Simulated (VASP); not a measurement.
Crystal: InGa2As3.

```
In Ga As
1.0
     3.98474    0.00000    0.00000
    -1.99237    3.45089    0.00000
     0.00000    0.00000    9.76058
In Ga As
1 2 3
Direct
  0.33333 0.66667 0.66667
  0.00000 0.00000 0.00000
  0.66667 0.33333 0.33333
  0.00000 0.00000 0.25000
  0.66667 0.33333 0.58333
  0.33333 0.66667 0.91667
```

- Program: VASP 6.6.1
- Task: relaxation of cell and atoms
- Functional: PBE
- Potentials or basis: VASP PAW PBE potentials, release 64 (In_d, Ga_d, As)
- Cutoff: 600 eV
- k mesh: 6 × 6 × 2
- Occupations: gaussian, width 0.1 eV
- Spin: no spin polarisation

At the start: pressure 11.6 GPa; volume 22.37 Å³/atom.

Where does the relaxation end?

Over 8 steps the energy falls by 139.7 meV/atom and the volume is 25.75 Å³/atom (+15.1 %); space group P3m1 (No. 156, to 0.1 Å) before and after.

The path:
```csv
step,energy change (eV),largest force (eV/Å),pressure (GPa),volume (Å³)
1,0.0000,1.7022,11.58,134.22
2,-0.6371,0.3332,-3.70,168.14
3,-0.7800,0.5558,-0.33,156.25
4,-0.8064,0.3358,-0.17,155.49
5,-0.8289,0.3430,0.31,153.80
6,-0.8365,0.1339,-0.06,154.66
7,-0.8370,0.1076,0.00,154.49
8,-0.8380,0.0168,0.00,154.52
```

Final structure:
```cif
data_structure
_symmetry_space_group_name_H-M 'P 1'
_symmetry_Int_Tables_number 1
_cell_length_a 4.1750
_cell_length_b 4.1750
_cell_length_c 10.2364
_cell_angle_alpha 90.000
_cell_angle_beta 90.000
_cell_angle_gamma 120.000
_cell_volume 154.52
loop_
_atom_site_label
_atom_site_type_symbol
_atom_site_fract_x
_atom_site_fract_y
_atom_site_fract_z
_atom_site_occupancy
In1 In 0.33333 0.66667 0.66832 1
Ga1 Ga 0.00000 0.00000 0.00657 1
Ga2 Ga 0.66667 0.33333 0.32674 1
As1 As 0.00000 0.00000 0.24994 1
As2 As 0.66667 0.33333 0.56915 1
As3 As 0.33333 0.66667 0.92928 1
```

Caveat: the volume moved by over 15 % at a fixed basis, so the end points are rough.
